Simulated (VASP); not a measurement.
# WS2 in VASP: a series of runs, part 2 of 2

VASP 6.6.1.

**4. Single point, PBE+D3(BJ)**

The input, INCAR:

```
ALGO = Normal ; DIPOL = 0.5 0.5 0.394
EDIFF = 1E-6 ; ENCUT = 520
GGA = PE ; IDIPOL = 3
ISIF = 2 ; ISMEAR = 0
IVDW = 12 ; LASPH = True
LCHARG = False ; LDIPOL = True
LREAL = False ; LWAVE = False
NBANDS = 35 ; NELM = 60
PREC = Accurate ; SIGMA = 0.05
```

The input, KPOINTS:

```
k-points
0
Gamma
  9 9 1
```

The input, POSCAR:

```
WS2
1.0
    3.1595457497      0.0000000000      0.0000000000
   -1.5797728749      2.7362468836      0.0000000000
    0.0000000000      0.0000000000     23.8042575719
S W
4 2
Direct
    0.3333333333      0.6666666667      0.1890418126
    0.3333333333      0.6666666667      0.3214605103
    0.3333333333      0.6666666667      0.4668126596
    0.3333333333      0.6666666667      0.5992313572
    0.6666666667      0.3333333333      0.2552511581
    0.0000000000      1.0000000000      0.5330220050
```

Potentials or basis: VASP PAW PBE potentials, release 64 (S, W_sv).

Command:

```sh
> cat potpaw_PBE.64/S/POTCAR potpaw_PBE.64/W_sv/POTCAR > POTCAR
> mpirun -np 1 vasp_std > vasp.out
```

OUTCAR:

```text
EDIFF = 1E-6
   ENCUT = 520
   GGA = PE
   ISIF = 2
   ISMEAR = 0
   IVDW = 12
   LASPH = True
   LREAL = False
   NELM = 60
   PREC = Accurate
 IVDW          = 12

 ion  position               nearest neighbor table
   1  0.333  0.667  0.189-   5 2.41   5 2.41   5 2.41
   2  0.333  0.667  0.321-   5 2.41   5 2.41   5 2.41
   3  0.333  0.667  0.467-   6 2.41   6 2.41   6 2.41
   4  0.333  0.667  0.599-   6 2.41   6 2.41   6 2.41
   5  0.667  0.333  0.255-   1 2.41   1 2.41   1 2.41   2 2.41   2 2.41   2 2.41
   6  0.000  0.000  0.533-   3 2.41   3 2.41   3 2.41   4 2.41   4 2.41   4 2.41

  LATTYP: Found a hexagonal cell.
 ALAT       =     3.1595457497
 C/A-ratio  =     7.5340759266

  Lattice vectors:

 A1 = (   3.1595457497,   0.0000000000,   0.0000000000)
 A2 = (  -1.5797728749,   2.7362468836,   0.0000000000)
 A3 = (   0.0000000000,   0.0000000000,  23.8042575719)

Analysis of symmetry for initial positions (statically):
=====================================================================
 Subroutine PRICEL returns:
 Original cell was already a primitive cell.

 Routine SETGRP: Setting up the symmetry group for a
 hexagonal supercell.

 Subroutine GETGRP returns: Found 12 space group operations
 (whereof  6 operations were pure point group operations)
 out of a pool of 24 trial point group operations.

The static configuration has the point symmetry C_3v.
 The point group associated with its full space group is D_3d.

Analysis of symmetry for dynamics (positions and initial velocities):
=====================================================================
 Subroutine PRICEL returns:
 Original cell was already a primitive cell.

 Routine SETGRP: Setting up the symmetry group for a
 hexagonal supercell.

 Subroutine GETGRP returns: Found 12 space group operations
 (whereof  6 operations were pure point group operations)
 out of a pool of 24 trial point group operations.

The dynamic configuration has the point symmetry C_3v.
 The point group associated with its full space group is D_3d.

 Subroutine INISYM returns: Found 12 space group operations
 (whereof  6 operations are pure point group operations),
 and found     1 'primitive' translations

----------------------------------------------------------------------------------------

                                     Primitive cell

  volume of cell :     205.7949

  direct lattice vectors                    reciprocal lattice vectors
     3.159545750  0.000000000  0.000000000     0.316501193  0.182732049  0.000000000
    -1.579772875  2.736246884  0.000000000     0.000000000  0.365464098  0.000000000
     0.000000000  0.000000000 23.804257572     0.000000000  0.000000000  0.042009292

  length of vectors
     3.159545750  3.159545750 23.804257572     0.365464098  0.365464098  0.042009292

  position of ions in fractional coordinates (direct lattice)
     0.333333333  0.666666667  0.189041813
     0.333333333  0.666666667  0.321460510
     0.333333333  0.666666667  0.466812660
     0.333333333  0.666666667  0.599231357
     0.666666667  0.333333333  0.255251158
     0.000000000  0.000000000  0.533022005

  ion indices of the primitive-cell ions
[... 47 lines left out ...]
  0.333333  0.333333  0.000000      2.000000
   k-points           NKPTS =     12   k-points in BZ     NKDIM =     12   number of bands    NBANDS=     35
   number of dos      NEDOS =    301   number of ions     NIONS =      6
   total plane-waves  NPLWV = 103680
   dimension x,y,z NGX =    24 NGY =   24 NGZ =  180
   dimension x,y,z NGXF=    48 NGYF=   48 NGZF=  360
   ions per type =               4   2
   NGX,Y,Z   is equivalent  to a cutoff of  12.63, 12.63, 12.57 a.u.
   NGXF,Y,Z  is equivalent  to a cutoff of  25.26, 25.26, 25.14 a.u.
 SYSTEM =  unknown system
   PREC   = accura    normal or accurate (medium, high low for compatibility)
   ISTART =      0    job   : 0-new  1-cont  2-samecut
   ICHARG =      2    charge: 1-file 2-atom 10-const
   ISPIN  =      1    spin polarized calculation?
   LNONCOLLINEAR =      F non collinear calculations
   LSORBIT =      F    spin-orbit coupling
   LASPH  =      T    aspherical Exc in radial PAW
   ENCUT  =  520.0 eV  38.22 Ry    6.18 a.u.   5.87  5.87 44.26*2*pi/ulx,y,z
   NELM   =     60;   NELMIN=  2; NELMDL= -5     # of ELM steps
   EDIFF  = 0.1E-05   stopping-criterion for ELM
   LREAL  =      F    real-space projection
   EDIFFG = 0.1E-04   stopping-criterion for IOM
   NSW    =      0    number of steps for IOM
   IBRION =     -1    ionic relax: 0-MD 1-quasi-New 2-CG
   NFREE  =      0    steps in history (QN), initial steepest desc. (CG)
   ISIF   =      2    stress and relaxation
   ISYM   =      2    0-nonsym 1-usesym 2-fastsym
   POTIM  = 0.5000    time-step for ionic-motion
   TEBEG  =    0.0;   TEEND  =   0.0 temperature during run
   PSTRESS=    0.0 pullay stress
   NELECT =      52.0000    total number of electrons
   NUPDOWN=      -1.0000    fix difference up-down
   EMIN   =  10.00;   EMAX   =-10.00  energy-range for DOS
   EFERMI =   0.00;   METHOD = LEGACY
   ISMEAR =     0;   SIGMA  =   0.05  broadening in eV -4-tet -1-fermi 0-gaus
   EFERMI_NEDOS =   21; number of points for ismear=-14 and -15
   IALGO  =     38    algorithm
   IMIX   =      4    mixing-type and parameters
     AMIX     =   0.40;   BMIX     =  1.00
     AMIX_MAG =   1.60;   BMIX_MAG =  1.00
  volume/ion in A,a.u.               =      34.30       231.46
  Fermi-wavevector in a.u.,A,eV,Ry     =   1.034978  1.955825 14.574279  1.071179
  Thomas-Fermi vector in A             =   2.169299
   LORBIT       =      0    0 simple, 1 ext, 2 COOP (PROOUT), +10 PAW based schemes
   GGA     = PE    functional components
   LHFCALC =     F    Hartree Fock is set to
   AEXX    =    0.0000 exact exchange contribution
   IVDW    =    12    specifies the selected vdW correction
   LEPSILON=     F    determine dielectric tensor
   LRPA    =     F    only Hartree local field effects (RPA)
 non-spin polarized calculation
 Gauss-broadening in eV      SIGMA  =   0.05
  energy-cutoff  :      520.00
  volume of cell :      205.79
 maximum number of plane-waves:      5566
 NGX is ok and might be reduce to    24
   NGX = 11   NGY = 11   NGZ = 89

 dipolmoment           0.000000      0.000000      0.000034 electrons x Angstroem

 number of electron      51.9999994 magnetization

 dipolmoment           0.000000      0.000000     -0.000011 electrons x Angstroem

 Free energy of the ion-electron system (eV)
  ---------------------------------------------------
  ext. energy  EPLUGINS =         0.00000000
  ---------------------------------------------------
  free energy    TOTEN  =       -47.28469360 eV

  energy without entropy =      -47.28469360  energy(sigma->0) =      -47.28469360

 E-fermi :   1.2555     XC(G=0):  -6.1618

 val. band max:        1.0216407622   @ k =   0.0000   0.0000   0.0000
 cond. band min:       2.7401677532   @ k =   0.3333   0.3333   0.0000
 fundamental gap:      1.7185269910
 Fermi energy:         1.2555380317

 k-point     1 :       0.0000    0.0000    0.0000
  band No.  band energies     occupation
      1     -73.1895      2.00000
      2     -73.1894      2.00000
      3     -37.4428      2.00000
      4     -37.4427      2.00000
      5     -37.2662      2.00000
      6     -37.2662      2.00000
[... 445 lines left out ...]
     34       6.6038      0.00000
     35       7.2755      0.00000

------------------------ aborting loop because EDIFF is reached ----------------------------------------

 vacuum level on the upper side and lower side of the slab       (xc-potential included)        -0.203        -0.206

 Edisp (eV)   -2.11032

 E8    (eV) :    -0.9161

  FORCE on cell =-STRESS in cart. coord.  units (eV):
  Direction    XX          YY          ZZ          XY          YZ          ZX
  --------------------------------------------------------------------------------------
  -------------------------------------------------------------------------------------
  Total      -0.22947    -0.22947    -0.13876     0.00000     0.00000     0.00000
  in kB      -1.78652    -1.78652    -1.08033     0.00000     0.00000     0.00000
  external pressure =       -1.55 kB  Pullay stress =        0.00 kB

 VOLUME and BASIS-vectors are now :
 -----------------------------------------------------------------------------
  energy-cutoff  :      520.00
  volume of cell :      205.79
      direct lattice vectors                 reciprocal lattice vectors
     3.159545750  0.000000000  0.000000000     0.316501193  0.182732049  0.000000000
    -1.579772875  2.736246884  0.000000000     0.000000000  0.365464098  0.000000000
     0.000000000  0.000000000 23.804257572     0.000000000  0.000000000  0.042009292

 POSITION                                       TOTAL-FORCE (eV/Angst)
 -----------------------------------------------------------------------------------
     -0.00000      1.82416      4.50000         0.000000     -0.000000      0.002881
     -0.00000      1.82416      7.65213        -0.000000      0.000000     -0.045372
     -0.00000      1.82416     11.11213         0.000000      0.000000      0.045372
     -0.00000      1.82416     14.26426        -0.000000     -0.000000     -0.002881
      1.57977      0.91208      6.07606        -0.000000      0.000000      0.028471
      0.00000      0.00000     12.68819         0.000000     -0.000000     -0.028471
 -----------------------------------------------------------------------------------
    total drift:                                0.000000      0.000000     -0.000765

  FREE ENERGIE OF THE ION-ELECTRON SYSTEM (eV)
  ---------------------------------------------------
  free  energy   TOTEN  =       -49.3950109369 eV

  energy  without entropy=      -49.3950109369  energy(sigma->0) =      -49.39501094

 vacuum level on the upper side and lower side of the slab         6.301         6.299
```

Run time: 3.5 min. Hardware: 1 thread of AMD EPYC 7R43 (Zen 3), shared host; peak memory 0.3 GiB.

What came out:

```
Free energy                : -49.3950 eV
Largest force              : 0.045 eV/Å
Band gap on the k mesh     : 1.72 eV, indirect (least direct gap 1.92 eV)
Dispersion energy per atom : -0.352 eV
```

Forces in eV/Å, atoms in the order of the input:
```
S    0.000  0.000  0.003
S    0.000  0.000 -0.045
S    0.000  0.000  0.045
S    0.000  0.000 -0.003
W    0.000  0.000  0.028
W    0.000  0.000 -0.028
```

Caveat: spin-orbit coupling is left out, which moves the levels of the heavy elements.

**5. Single point, PBE+D3(BJ)**

The input, INCAR:

```
PREC = Accurate ; ENCUT = 520
EDIFF = 1E-6 ; ISMEAR = 0
SIGMA = 0.05 ; LREAL = False
LASPH = True ; NELM = 80
ALGO = Normal ; ISIF = 2
LWAVE = False ; LCHARG = True
LDIPOL = True ; IDIPOL = 3
DIPOL = 0.5 0.5 0.408 ; GGA = PE
IVDW = 12 ; LELF = True
LVHAR = True ; LVACPOTAV = True
NBANDS = 35
```

The input, KPOINTS:

```
Automatic mesh
0
Gamma
  9 9 1
```

The input, POSCAR:

```
WS2
1.0
    3.1595457497      0.0000000000      0.0000000000
   -1.5797728749      2.7362468836      0.0000000000
    0.0000000000      0.0000000000     23.8042575719
S W
4 2
Direct
    0.3333333333      0.6666666667      0.1890418126
    0.3333333333      0.6666666667      0.3214605103
    0.3333333333      0.6666666667      0.4953789779
    0.3333333333      0.6666666667      0.6277976756
    0.6666666667      0.3333333333      0.2552511581
    0.0000000000      1.0000000000      0.5615883234
```

Command:

```sh
> cat potpaw_PBE.64/S/POTCAR potpaw_PBE.64/W_sv/POTCAR > POTCAR
> mpirun -np 1 vasp_std > vasp.out
```

Wall time 3.8 min (1 thread of AMD EPYC 7R43 (Zen 3), shared host); peak memory 0.28 GiB.

Results (log left out):

* Free energy: -49.3518 eV
* Largest force: 0.057 eV/Å
* Band gap on the k mesh: 1.92 eV, indirect (least direct gap 1.92 eV)
* Dispersion energy per atom: -0.336 eV

Forces on the atoms (eV/Å):
```
S    0.000  0.000  0.002
S    0.000  0.000  0.057
S    0.000  0.000 -0.057
S    0.000  0.000 -0.002
W    0.000  0.000  0.030
W    0.000  0.000 -0.030
```

Levels at points of the mesh, in eV from the valence-band top:
```tsv
k point	band 23	band 24	band 25	band 26	band 27	band 28	band 29	band 30
(0.00, 0.00, 0.00)	-1.57	-1.57	-0.26	0.00	2.92	2.92	2.93	2.93
```

Caveat: spin-orbit coupling is left out, which moves the levels of the heavy elements.

**6. Single point, PBE+D3(BJ)**

The input, INCAR:

```
PREC = Accurate
ENCUT = 520
EDIFF = 1E-6
ISMEAR = 0
SIGMA = 0.05
LREAL = False
LASPH = True
NELM = 100
ALGO = Normal
ISIF = 2
LWAVE = False
LCHARG = True
LDIPOL = True
IDIPOL = 3
DIPOL = 0.5 0.5 0.389
GGA = PE
IVDW = 12
LELF = True
LVHAR = True
LVACPOTAV = True
NBANDS = 35
```

The input, KPOINTS:

```
regular mesh
0
Gamma
  9 9 1
```

The input, POSCAR:

```
WS2
1.0
    3.1595457497      0.0000000000      0.0000000000
   -1.5797728749      2.7362468836      0.0000000000
    0.0000000000      0.0000000000     23.8042575719
S W
4 2
Direct
    0.3333333333      0.6666666667      0.1890418126
    0.3333333333      0.6666666667      0.3214605103
    0.3333333333      0.6666666667      0.4563103366
    0.3333333333      0.6666666667      0.5887290343
    0.6666666667      0.3333333333      0.2552511581
    0.0000000000      1.0000000000      0.5225196821
```

Potentials or basis: VASP PAW PBE potentials, release 64 (S, W_sv).

Command:

```sh
> cat potpaw_PBE.64/S/POTCAR potpaw_PBE.64/W_sv/POTCAR > POTCAR
> mpirun -np 1 vasp_std > vasp.out
```

Run time: 3.5 min. Hardware: 1 thread of AMD EPYC 7R43 (Zen 3), shared host; peak memory 0.29 GiB.

It converged, with:

```
Free energy                : -49.3713 eV
Largest force              : 0.213 eV/Å
Band gap on the k mesh     : 1.55 eV, indirect (least direct gap 1.93 eV)
Dispersion energy per atom : -0.359 eV
```

Forces in eV/Å, atoms in the order of the input:
```
S    0.000  0.000  0.001
S    0.000  0.000 -0.213
S    0.000  0.000  0.213
S    0.000  0.000 -0.001
W    0.000  0.000  0.011
W    0.000  0.000 -0.011
```

Levels at points of the mesh, in eV from the valence-band top:
```tsv
k point	band 22	band 23	band 24	band 25	band 26	band 27	band 28	band 29	band 30	band 31
(0.00, 0.00, 0.00)	-1.93	-1.91	-1.91	-0.71	0.00	2.53	2.53	2.60	2.60	2.68
```

Caveat: spin-orbit coupling is left out, which moves the levels of the heavy elements.
